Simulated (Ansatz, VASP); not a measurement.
**One calculation of Li, two programs**

The input INCAR:

```
  PREC = Accurate
  ENCUT = 520
  EDIFF = 1E-6
  ISMEAR = -1
  SIGMA = 0.05
  LREAL = F
  LASPH = T
  NELM = 60
  ALGO = Normal
  ISIF = 2
  LWAVE = F
  LCHARG = F
  GGA = PS
  NBANDS = 12
```

KPOINTS

```
Automatic mesh
0
Gamma
  12 12 12
```

Contents of POSCAR:

```
Li
1.0
    1.5660039554      0.9041328052      7.5883000000
   -1.5660039554      0.9041328052      7.5883000000
    0.0000000000     -1.8082656104      7.5883000000
Li
3
Direct
    0.0000000000      0.0000000000      0.0000000000
    0.2220000000      0.2220000000      0.2220000000
    0.7780000000      0.7780000000      0.7780000000
```

Input for Ansatz:

```yaml
crystal:
  lattice:
    - [1.5660039554, 0.9041328052, 7.5883]
    - [-1.5660039554, 0.9041328052, 7.5883]
    - [0.0, -1.8082656104, 7.5883]
  atoms:
    - { symbol: Li, position: [0.0, 0.0, 0.0] }
    - { symbol: Li, position: [0.222, 0.222, 0.222] }
    - { symbol: Li, position: [0.778, 0.778, 0.778] }
kpoints:
  mp_grid: { grid: [12, 12, 12] }
  band_path:
    path:
      - [0.0, 0.0, 0.0]
      - [0.5, 0.5, 0.5]
      - [0.8238691268, 0.1761308732, 0.5]
      - [0.5, -0.1761308732, 0.1761308732]
      - [0.5, 0.0, 0.0]
      - [0.0, 0.0, 0.0]
      - [0.3380654366, -0.3380654366, 0.0]
      - [0.6619345634, 0.0, 0.3380654366]
      - [0.5, 0.0, 0.5]
    npoints: 5
scf:
  occupations: { method: fermi_dirac, width: 0.05 }
hamiltonian:
  xc: pbesol
  pseudopotentials: { kind: all_electron, lapw: { basis_error: 0.001 } }
output:
  forces: true
  stress: true
  eigenvalues: true
```

Change from the starting cell: equal xx and yy strain of +1 %.

Alike in both runs: task single point; functional PBEsol; k mesh 12 × 12 × 12; occupations fermi-dirac, width 0.05 eV; no spin polarisation.

|  | VASP | Ansatz |
| --- | --- | --- |
| version | VASP 6.6.1 | Ansatz 0.2.0 |
| potentials or method | VASP PAW PBE potentials, release 64 (Li_sv), cutoff 520 eV | all-electron LAPW, scalar-relativistic |

|  | VASP | Ansatz | Ansatz less VASP |
| --- | --- | --- | --- |
| rms of the force components (eV/Å) | 0.004 | 0.004 | -0.0001 |

VASP's potentials were made for PBE, not for PBEsol. Atom by atom the forces differ by 0.000 eV/Å (rms over components). Ansatz ran all-electron here, and VASP with PAW potentials.

Noted on VASP's run: the cutoff is under 1.25 times that of the potentials, so the pressure is a little rough.
